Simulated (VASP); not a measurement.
Write the native input for VASP 6.6.1 that does the following.

* Task: relaxation of cell and atoms
* Functional: PBE
* Potentials or basis: VASP PAW PBE potentials, release 64 (Ga_d, As)
* Cutoff: 600 eV
* k mesh: 12 × 12 × 12
* Occupations: fermi-dirac, width 0.05 eV
* Spin: no spin polarisation
* Target pressure: 0.043 GPa
* Dipole correction: no
* Further INCAR settings: ALGO = Normal; EDIFF = 1e-06; IBRION = 2; EDIFFG = -0.005; NSW = 60; ISIF = 3

The structure of GaAs (zincblende type) lies in POSCAR:

```
GaAs
1.0
    0.0000000000      2.8647052088      2.8647052088
    2.8647052088      0.0000000000      2.8647052088
    2.8647052088      2.8647052088      0.0000000000
Ga As
1 1
Direct
    0.0000000000      0.0000000000      0.0000000000
    0.2500000000      0.2500000000      0.2500000000
```

The input as run:

INCAR

```
PREC     = Accurate       # precision mode
ENCUT    = 600            # plane-wave cutoff, eV
EDIFF    = 1E-6           # SCF threshold, eV
ISMEAR   = -1             # smearing method
SIGMA    = 0.05           # smearing width, eV
LREAL    = F              # projectors in reciprocal space
LASPH    = T              # aspherical terms in the spheres
NELM     = 100            # most SCF steps
ALGO     = Normal         # electronic algorithm
ISIF     = 3              # what is computed and relaxed
LWAVE    = F              # write WAVECAR
LCHARG   = F              # write CHGCAR
GGA      = PE             # functional
IBRION   = 2              # ionic algorithm
NSW      = 60             # ionic steps
EDIFFG   = -0.005         # ionic threshold
PSTRESS  = 0.42999999999999994
```

KPOINTS

```
Automatic mesh
0
Gamma
  12 12 12
```

Potentials or basis: VASP PAW PBE potentials, release 64 (Ga_d, As).

Run with:

```console
$ cat potpaw_PBE.64/Ga_d/POTCAR potpaw_PBE.64/As/POTCAR > POTCAR
$ mpirun -np 1 vasp_std > vasp.out
```

It gave:

* Relaxed volume: 23.76 Å³/atom
* Relaxed cell: a = 4.066 Å, b = 4.066 Å, c = 4.066 Å, α = 60.00°, β = 60.00°, γ = 60.00°
* Space group after relaxing (to 0.05 Å): F-43m (No. 216)
* Energy change on relaxing (the enthalpy is what falls): -0.5 meV/atom
* Ionic steps: 3
* Pressure after relaxing: 0.0 GPa
* Band gap on the k mesh: 0.15 eV, direct

Caveat: the cell is relaxed towards a set pressure, so the enthalpy falls and the energy may rise.

It took 64 s on 1 thread of Intel Xeon 6975P-C (shared host), peak memory 0.22 GiB.
